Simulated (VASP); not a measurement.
Here is a VASP 6.6.1 calculation.

Contents of POSCAR:

```
SiC
1.0
    0.0000000000      2.1087800000      2.1087800000
    2.1087800000      0.0000000000      2.1087800000
    2.1087800000      2.1087800000      0.0000000000
Si C
1 1
Direct
    0.0000000000      0.0000000000      0.0000000000
    0.7500000000      0.7500000000      0.7500000000
```

The input INCAR.step1:

```
PREC = Accurate
ENCUT = 520
ISMEAR = 0
SIGMA = 0.05
LREAL = False
LASPH = True
NELM = 100
NBANDS = 11
GGA = PE
ALGO = Normal
EDIFF = 1E-4
LWAVE = True
LCHARG = False
```

The input INCAR.step2:

```
PREC = Accurate
ENCUT = 520
EDIFF = 1E-6
ISMEAR = 0
SIGMA = 0.05
LREAL = False
LASPH = True
NELM = 100
ALGO = Normal
ISIF = 2
LWAVE = False
LCHARG = False
METAGGA = R2SCAN
LMIXTAU = True
NBANDS = 11
ISTART = 1
```

The input KPOINTS:

```
Automatic mesh
0
Gamma
  12 12 12
```

Potentials or basis: VASP PAW PBE potentials, release 64 (Si, C).

The run is started by

```bash
$ cat potpaw_PBE.64/Si/POTCAR potpaw_PBE.64/C/POTCAR > POTCAR
$ cp INCAR.step1 INCAR
$ mpirun -np 1 vasp_std > vasp.out
$ cp INCAR.step2 INCAR
$ mpirun -np 1 vasp_std > vasp.out
```

(1) Predict the pressure.

(2) What does it give for the band gap on the k mesh?

## Answers

(1) 26.3 GPa.

(2) 1.66 eV, indirect (least direct gap 5.18 eV).

Caveat: the cell differs from its parent crystal (strain -0.030 along x and y, -0.030 along z); the PAW data sets were made with another functional, which shifts forces and pressure a little.
